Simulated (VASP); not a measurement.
# C (P2_1/m) in VASP: notebook

Runs on C. Level: PBE. Tasks: single point.

Everything below comes from runs of VASP 6.6.1. Logs are shortened: lines on timing, memory, paths and dates and some standing lists are left out, and cuts for length are marked.

**1. The cell of the first run**

The structure is monoclinic, space group P2_1/m (No. 11). Conventional cell: a = 2.467 Å, b = 8.565 Å, c = 2.467 Å, α = 90.00°, β = 120.00°, γ = 90.00°. Within 1.9 Å of C (site symmetry m) lie 3 C at 1.42 Å. Within 1.9 Å of C (site symmetry m) lie 3 C at 1.42 Å.

**2. Single point, PBE (mode 4 frozen in at -0.285 Å, normal strain along x +0.0000)**

INCAR reads:

```
SYSTEM = C
PREC     = Accurate       ! precision mode
ENCUT    = 520            ! plane-wave cutoff, eV
EDIFF    = 1E-6           ! SCF threshold, eV
ISMEAR   = 0              ! smearing method
SIGMA    = 0.15           ! smearing width, eV
LREAL    = .FALSE.        ! projectors in reciprocal space
LASPH    = .TRUE.         ! aspherical terms in the spheres
NELM     = 100            ! most SCF steps
ALGO     = Normal         ! electronic algorithm
ISIF     = 2              ! what is computed and relaxed
LWAVE    = .FALSE.        ! write WAVECAR
LCHARG   = .TRUE.         ! write CHGCAR
GGA      = PE             ! functional
LELF     = .TRUE.         ! ELF
LVHAR    = .TRUE.       
NBANDS   = 16             ! bands
```

KPOINTS reads:

```
Automatic mesh
0
G
  18 18 6
  0 0 0
```

POSCAR reads:

```
C
1.0
    2.4665231295      0.0000000000      0.0000000000
   -1.2332615647      2.1360716891      0.0000000000
    0.0000000000      0.0000000000      8.5653080463
C
4
Direct
   -0.1154234408      0.0000000000      0.0025000000
    0.1154234408      0.0000000000      0.5025000000
    0.2179076977      0.6666666667      0.0025000000
    0.7820923023      0.3333333333      0.5025000000
```

Potentials or basis: VASP PAW PBE potentials, release 64 (C).

The run is started by

```sh
$ cat potpaw_PBE.64/C/POTCAR > POTCAR
$ mpirun -np 1 vasp_std > vasp.out
```

OUTCAR:

```text
SYSTEM = C
   PREC = Accurate
   ENCUT = 520
   EDIFF = 1E-6
   ISMEAR = 0
   LREAL = .FALSE.
   LASPH = .TRUE.
   NELM = 100
   ISIF = 2
   GGA = PE

 ion  position               nearest neighbor table
   1  0.885  0.000  0.002-   3 1.42   3 1.42   3 1.42
   2  0.115  0.000  0.502-   4 1.42   4 1.42   4 1.42
   3  0.218  0.667  0.002-   1 1.42   1 1.42   1 1.42
   4  0.782  0.333  0.502-   2 1.42   2 1.42   2 1.42

  LATTYP: Found a hexagonal cell.
 ALAT       =     2.4665231295
 C/A-ratio  =     3.4726242555

  Lattice vectors:

 A1 = (   2.4665231295,   0.0000000000,   0.0000000000)
 A2 = (  -1.2332615647,   2.1360716891,   0.0000000000)
 A3 = (   0.0000000000,   0.0000000000,   8.5653080463)

Analysis of symmetry for initial positions (statically):
=====================================================================
 Subroutine PRICEL returns:
 Original cell was already a primitive cell.

 Routine SETGRP: Setting up the symmetry group for a
 hexagonal supercell.

 Subroutine GETGRP returns: Found  4 space group operations
 (whereof  1 operations were pure point group operations)
 out of a pool of 24 trial point group operations.

The static configuration has the point symmetry C_1 .
 The point group associated with its full space group is C_2h.

Analysis of symmetry for dynamics (positions and initial velocities):
=====================================================================
 Subroutine PRICEL returns:
 Original cell was already a primitive cell.

 Routine SETGRP: Setting up the symmetry group for a
 hexagonal supercell.

 Subroutine GETGRP returns: Found  4 space group operations
 (whereof  1 operations were pure point group operations)
 out of a pool of 24 trial point group operations.

The dynamic configuration has the point symmetry C_1 .
 The point group associated with its full space group is C_2h.

 Subroutine INISYM returns: Found  4 space group operations
 (whereof  1 operations are pure point group operations),
 and found     1 'primitive' translations

----------------------------------------------------------------------------------------

                                     Primitive cell

  volume of cell :      45.1278

  direct lattice vectors                    reciprocal lattice vectors
     2.466523130  0.000000000  0.000000000     0.405428998  0.234074541  0.000000000
    -1.233261565  2.136071689  0.000000000     0.000000000  0.468149082  0.000000000
     0.000000000  0.000000000  8.565308046     0.000000000  0.000000000  0.116750033

  length of vectors
     2.466523130  2.466523129  8.565308046     0.468149082  0.468149082  0.116750033

  position of ions in fractional coordinates (direct lattice)
     0.884576559  0.000000000  0.002500000
     0.115423441  0.000000000  0.502500000
     0.217907698  0.666666667  0.002500000
     0.782092302  0.333333333  0.502500000

  ion indices of the primitive-cell ions
   primitive index   ion index
                 1           1
                 2           2
                 3           3
                 4           4

----------------------------------------------------------------------------------------

 KPOINTS: Automatic mesh

Automatic generation of k-mesh.
 Grid dimensions read from file:
 generate k-points for:   18   18    6

 Generating k-lattice:

  Cartesian coordinates                     Fractional coordinates (reciprocal lattice)
     0.022523833  0.013004141  0.000000000     0.055555556  0.000000000  0.000000000
     0.000000000  0.026008282  0.000000000     0.000000000  0.055555556  0.000000000
     0.000000000  0.000000000  0.019458339     0.000000000  0.000000000  0.166666667

  Length of vectors
     0.026008282  0.026008282  0.019458339

  Shift w.r.t. Gamma in fractional coordinates (k-lattice)
     0.000000000  0.000000000  0.000000000

 Subroutine IBZKPT returns following result:
 ===========================================

 Found    656 irreducible k-points:

 Following reciprocal coordinates:
            Coordinates               Weight
  0.000000  0.000000  0.000000      1.000000
  0.055556  0.000000  0.000000      2.000000
  0.000000  0.055556  0.000000      2.000000
 -0.055556  0.055556  0.000000      2.000000
  0.111111  0.000000  0.000000      2.000000
  0.000000  0.111111  0.000000      2.000000
[... 16 lines left out ...]
  0.444444  0.000000  0.000000      2.000000
  0.000000  0.444444  0.000000      2.000000
 [... further k-points ...]
   k-points           NKPTS =    656   k-points in BZ     NKDIM =    656   number of bands    NBANDS=     16
   number of dos      NEDOS =    301   number of ions     NIONS =      4
   total plane-waves  NPLWV =  20736
   dimension x,y,z NGX =    18 NGY =   18 NGZ =   64
   dimension x,y,z NGXF=    36 NGYF=   36 NGZF=  128
   ions per type =               4
   NGX,Y,Z   is equivalent  to a cutoff of  12.13, 12.13, 12.42 a.u.
   NGXF,Y,Z  is equivalent  to a cutoff of  24.26, 24.26, 24.84 a.u.
 SYSTEM =  C
   PREC   = accura    normal or accurate (medium, high low for compatibility)
   ISTART =      0    job   : 0-new  1-cont  2-samecut
   ICHARG =      2    charge: 1-file 2-atom 10-const
   ISPIN  =      1    spin polarized calculation?
   LNONCOLLINEAR =      F non collinear calculations
   LSORBIT =      F    spin-orbit coupling
   LASPH  =      T    aspherical Exc in radial PAW
   ENCUT  =  520.0 eV  38.22 Ry    6.18 a.u.   4.59  4.59 15.93*2*pi/ulx,y,z
   NELM   =    100;   NELMIN=  2; NELMDL= -5     # of ELM steps
   EDIFF  = 0.1E-05   stopping-criterion for ELM
   LREAL  =      F    real-space projection
   EDIFFG = 0.1E-04   stopping-criterion for IOM
   NSW    =      0    number of steps for IOM
   IBRION =     -1    ionic relax: 0-MD 1-quasi-New 2-CG
   NFREE  =      0    steps in history (QN), initial steepest desc. (CG)
   ISIF   =      2    stress and relaxation
   ISYM   =      2    0-nonsym 1-usesym 2-fastsym
   POTIM  = 0.5000    time-step for ionic-motion
   TEBEG  =    0.0;   TEEND  =   0.0 temperature during run
   PSTRESS=    0.0 pullay stress
   NELECT =      16.0000    total number of electrons
   NUPDOWN=      -1.0000    fix difference up-down
   EMIN   =  10.00;   EMAX   =-10.00  energy-range for DOS
   EFERMI =   0.00;   METHOD = LEGACY
   ISMEAR =     0;   SIGMA  =   0.15  broadening in eV -4-tet -1-fermi 0-gaus
   EFERMI_NEDOS =   21; number of points for ismear=-14 and -15
   IALGO  =     38    algorithm
   IMIX   =      4    mixing-type and parameters
     AMIX     =   0.40;   BMIX     =  1.00
     AMIX_MAG =   1.60;   BMIX_MAG =  1.00
  volume/ion in A,a.u.               =      11.28        76.13
  Fermi-wavevector in a.u.,A,eV,Ry     =   1.158689  2.189604 18.266635  1.342560
  Thomas-Fermi vector in A             =   2.295289
   LORBIT       =      0    0 simple, 1 ext, 2 COOP (PROOUT), +10 PAW based schemes
   GGA     = PE    functional components
   LHFCALC =     F    Hartree Fock is set to
   AEXX    =    0.0000 exact exchange contribution
   IVDW    =     0    specifies the selected vdW correction
   LEPSILON=     F    determine dielectric tensor
   LRPA    =     F    only Hartree local field effects (RPA)
 non-spin polarized calculation
 Gauss-broadening in eV      SIGMA  =   0.15
  energy-cutoff  :      520.00
  volume of cell :       45.13
 maximum number of plane-waves:      1243
   NGX =  9   NGY =  9   NGZ = 31

 number of electron      15.9999997 magnetization

 Free energy of the ion-electron system (eV)
  ---------------------------------------------------
  ext. energy  EPLUGINS =         0.00000000
  ---------------------------------------------------
  free energy    TOTEN  =       -36.90481795 eV

  energy without entropy =      -36.90309026  energy(sigma->0) =      -36.90395410

 E-fermi :   2.7615     XC(G=0):  -8.6933

 val. band max:        2.7613952779   @ k =   0.3333   0.3333   0.5000
 cond. band min:       2.7894218428   @ k =   0.3333   0.3333   0.3333
 fundamental gap:      0.0280265649
 Fermi energy:         2.7614637857

 k-point     1 :       0.0000    0.0000    0.0000
  band No.  band energies     occupation
      1     -16.7705      2.00000
      2     -16.7363      2.00000
      3      -5.0786      2.00000
      4      -4.6104      2.00000
      5      -0.2831      2.00000
      6      -0.2826      2.00000
[... 8 lines left out ...]
     15      13.0856      0.00000
     16      14.1760      0.00000

 k-point     2 :       0.0556    0.0000    0.0000
  band No.  band energies     occupation
      1     -16.6975      2.00000
      2     -16.6635      2.00000
      3      -4.9907      2.00000
      4      -4.5243      2.00000
      5      -0.5806      2.00000
      6      -0.5793      2.00000
[... 8 lines left out ...]
     15      13.1841      0.00000
     16      13.9218      0.00000

 k-point     3 :       0.0000    0.0556    0.0000
  band No.  band energies     occupation
      1     -16.6975      2.00000
      2     -16.6636      2.00000
      3      -4.9907      2.00000
      4      -4.5243      2.00000
      5      -0.5807      2.00000
      6      -0.5792      2.00000
[... 8 lines left out ...]
     15      13.1841      0.00000
     16      13.9174      0.00000

 k-point     4 :      -0.0556    0.0556    0.0000
  band No.  band energies     occupation
      1     -16.6975      2.00000
      2     -16.6635      2.00000
      3      -4.9907      2.00000
      4      -4.5243      2.00000
      5      -0.5809      2.00000
      6      -0.5791      2.00000
[... 8 lines left out ...]
     15      13.1841      0.00000
     16      13.9150      0.00000
[... 324 lines left out ...]
 k-point    22 :      -0.3889    0.3889    0.0000
  band No.  band energies     occupation
      1     -13.2788      2.00000
      2     -13.2539      2.00000
      3      -8.2993      2.00000
      4      -8.2847      2.00000
      5      -3.3715      2.00000
      6      -3.3688      2.00000
[... 8 lines left out ...]
     15      16.6786      0.00000
     16      17.1631      0.00000

 k-point    23 :       0.4444    0.0000    0.0000
  band No.  band energies     occupation
      1     -12.2802      2.00000
      2     -12.2571      2.00000
      3      -9.6183      2.00000
      4      -9.6013      2.00000
      5      -3.5858      2.00000
      6      -3.5831      2.00000
[... 8 lines left out ...]
     15      15.0965      0.00000
     16      17.2682      0.00000

 k-point    24 :       0.0000    0.4444    0.0000
  band No.  band energies     occupation
      1     -12.2796      2.00000
      2     -12.2578      2.00000
      3      -9.6180      2.00000
      4      -9.6016      2.00000
      5      -3.5847      2.00000
      6      -3.5842      2.00000
[... 8 lines left out ...]
     15      15.0887      0.00000
     16      16.9410      0.00000

 [... further k-points ...]

------------------------ aborting loop because EDIFF is reached ----------------------------------------

  FORCE on cell =-STRESS in cart. coord.  units (eV):
  Direction    XX          YY          ZZ          XY          YZ          ZX
  --------------------------------------------------------------------------------------
  -------------------------------------------------------------------------------------
  Total        0.1541087      0.1553761     -0.0040994     -0.0021400      0.0000000      0.0000000
  in kB        5.4713409      5.5163356     -0.1455404     -0.0759763      0.0000000      0.0000000
  external PRESSURE =       3.6140454 kB  Pullay stress =       0.0000000 kB

 VOLUME and BASIS-vectors are now :
 -----------------------------------------------------------------------------
  energy-cutoff  :      520.00
  volume of cell :       45.13
      direct lattice vectors                 reciprocal lattice vectors
     2.466523130  0.000000000  0.000000000     0.405428998  0.234074541  0.000000000
    -1.233261565  2.136071689  0.000000000     0.000000000  0.468149082  0.000000000
     0.000000000  0.000000000  8.565308046     0.000000000  0.000000000  0.116750033

 POSITION                                       TOTAL-FORCE (eV/Angst)
 -----------------------------------------------------------------------------------
      2.18183      0.00000      0.02141         0.000244     -0.000325      0.000000
      0.28469      0.00000      4.30407        -0.000244      0.000325      0.000000
     -0.28470      1.42405      0.02141         0.000417     -0.000449      0.000000
      1.51796      0.71202      4.30407        -0.000417      0.000449      0.000000
 -----------------------------------------------------------------------------------
    total drift:                               -0.000000     -0.000000     -0.000015

  FREE ENERGIE OF THE ION-ELECTRON SYSTEM (eV)
  ---------------------------------------------------
  free  energy   TOTEN  =       -36.9048179488 eV

  energy  without entropy=      -36.9030902555  energy(sigma->0) =      -36.90395410
```

Wall time 4.4 min (1 thread of Intel Xeon 6975P-C, shared host); peak memory 0.42 GiB.

What came out:

* Free energy: -36.9048 eV
* Pressure: 0.4 GPa
* Band gap on the k mesh: zero (filled and empty bands touch)

Stress tensor (GPa, compression positive):
```
 0.55 -0.01  0.00
-0.01  0.55  0.00
 0.00  0.00 -0.01
```

Caveat: the cell differs from its parent crystal (mode 4 frozen in at -0.285 Å, normal strain along x +0.0000); this functional lacks dispersion, which binds the layers, so the pressure and a relaxed spacing across them are unreliable.

**3. Single point, PBE (mode 4 frozen in at -0.142 Å, normal strain along x -0.0700)**

INCAR reads:

```
SYSTEM = C
ALGO = Normal
EDIFF = 1E-6
ENCUT = 520
GGA = PE
ISIF = 2
ISMEAR = 0
LASPH = .TRUE.
LCHARG = .FALSE.
LREAL = .FALSE.
LWAVE = .FALSE.
NBANDS = 16
NELM = 100
PREC = Accurate
SIGMA = 0.15
```

KPOINTS reads:

```
k-points
0
G
  18 18 6
  0 0 0
```

POSCAR reads:

```
C
1.0
    2.2938665104      0.0000000000      0.0000000000
   -1.1469332552      2.1360716891      0.0000000000
    0.0000000000      0.0000000000      8.5653080463
C
4
Direct
   -0.0576914494      0.0000000000      0.0025000000
    0.0576914494      0.0000000000      0.5025000000
    0.2756407870      0.6666666667      0.0025000000
    0.7243592130      0.3333333333      0.5025000000
```

Potentials or basis: VASP PAW PBE potentials, release 64 (C).

The run is started by

```sh
$ cat potpaw_PBE.64/C/POTCAR > POTCAR
$ mpirun -np 1 vasp_std > vasp.out
```

It took 4.7 min on 1 thread of Intel Xeon 6975P-C, shared host; peak memory 0.4 GiB.

Results (log left out):

| Quantity | Value |
| --- | --- |
| Free energy | -36.2217 eV |
| Pressure | 28.9 GPa |
| Largest force | 1.381 eV/Å |
| Band gap on the k mesh | 0.89 eV, direct |

Forces in eV/Å, atoms in the order of the input:
```
C    0.001  1.381  0.000
C   -0.001 -1.381  0.000
C    0.000 -1.381  0.000
C    0.000  1.381  0.000
```

Stress tensor (GPa, compression positive):
```
74.08  0.00  0.00
 0.00 12.63  0.00
 0.00  0.00 -0.05
```

Levels at points of the mesh, in eV from the valence-band top:
| k point | band 4 | band 5 | band 6 | band 7 | band 8 | band 9 | band 10 | band 11 | band 12 | band 13 |
| --- | --- | --- | --- | --- | --- | --- | --- | --- | --- | --- |
| (0.00, 0.00, 0.00) | -7.73 | -2.82 | -2.82 | -2.27 | -2.27 | 3.11 | 6.36 | 8.23 | 8.24 | 10.27 |
| (0.50, 0.00, 0.00) | -13.57 | -6.66 | -6.66 | -1.89 | -1.69 | 2.00 | 2.29 | 7.98 | 8.03 | 11.59 |
| (0.50, 0.50, 0.00) | -13.57 | -6.66 | -6.66 | -1.81 | -1.77 | 2.12 | 2.17 | 7.98 | 8.03 | 11.63 |
| (0.00, 0.50, 0.00) | -13.41 | -5.36 | -5.36 | -2.89 | -2.77 | 2.03 | 2.28 | 10.56 | 10.62 | 10.85 |
| (0.00, 0.00, 0.50) | -7.96 | -2.82 | -2.82 | -2.27 | -2.27 | 4.34 | 4.34 | 8.23 | 8.23 | 10.42 |
| (0.50, 0.00, 0.50) | -13.58 | -6.66 | -6.66 | -1.79 | -1.79 | 2.14 | 2.14 | 8.00 | 8.00 | 12.42 |
| (0.50, 0.50, 0.50) | -13.58 | -6.66 | -6.66 | -1.79 | -1.79 | 2.14 | 2.14 | 8.00 | 8.00 | 12.39 |
| (0.00, 0.50, 0.50) | -13.41 | -5.36 | -5.36 | -2.83 | -2.83 | 2.14 | 2.14 | 10.77 | 10.77 | 11.67 |

Caveat: the cell differs from its parent crystal (mode 4 frozen in at -0.142 Å, normal strain along x -0.0700); this functional lacks dispersion, which binds the layers, so the pressure and a relaxed spacing across them are unreliable; forces of over 1 eV/Å act on the atoms, so gaps and moduli don't describe the material at rest. A k mesh can miss the band edges.
